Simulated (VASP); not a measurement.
A run of VASP 6.6.1 is set up as follows.

Contents of INCAR:

```
SYSTEM = Ge2Sb
PREC = Accurate
ENCUT = 520
EDIFF = 1E-6
ISMEAR = 0
SIGMA = 0.1
LREAL = .False.
LASPH = .True.
NELM = 80
ALGO = Normal
ISIF = 2
LWAVE = .False.
LCHARG = .True.
GGA = PE
LELF = .True.
LVHAR = .True.
NBANDS = 24
```

Contents of KPOINTS:

```
Automatic mesh
0
Gamma
  6 6 4
  0 0 0
```

File POSCAR:

```
Ge2Sb
1.0
    3.7309549500      0.0000000000      0.0000000000
   -1.8654774700      3.2311017600      0.0000000000
    0.0000000000      0.0000000000      5.5562592400
Ge Sb
2 1
Direct
    0.0000000000      0.0000000000      0.6578728900
    0.0000000000      0.0000000000      0.3421271100
    0.0000000000      0.0000000000      0.0000000000
```

Potentials or basis: VASP PAW PBE potentials, release 64 (Ge_d, Sb).

Command:

```bash
$ cat potpaw_PBE.64/Ge_d/POTCAR potpaw_PBE.64/Sb/POTCAR > POTCAR
$ mpirun -np 1 vasp_std > vasp.out
```

**Question.** What does it give for the largest force?

**Answer.** 1.645 eV/Å.

**Question.** Estimate the pressure.

**Answer.** 89.1 GPa.

**Question.** What does it give for the band gap on the k mesh?

**Answer.** Zero (an odd number of electrons rules out a gap without spin polarisation).

Forces on the atoms (eV/Å):
```
Ge   0.000  0.000  1.645
Ge   0.000  0.000 -1.645
Sb   0.000  0.000  0.000
```

Caveat: the cell stands under pressure; spin-orbit coupling is left out, which moves the levels of the heavy elements; forces of over 1 eV/Å act on the atoms, so gaps and moduli don't describe the material at rest.
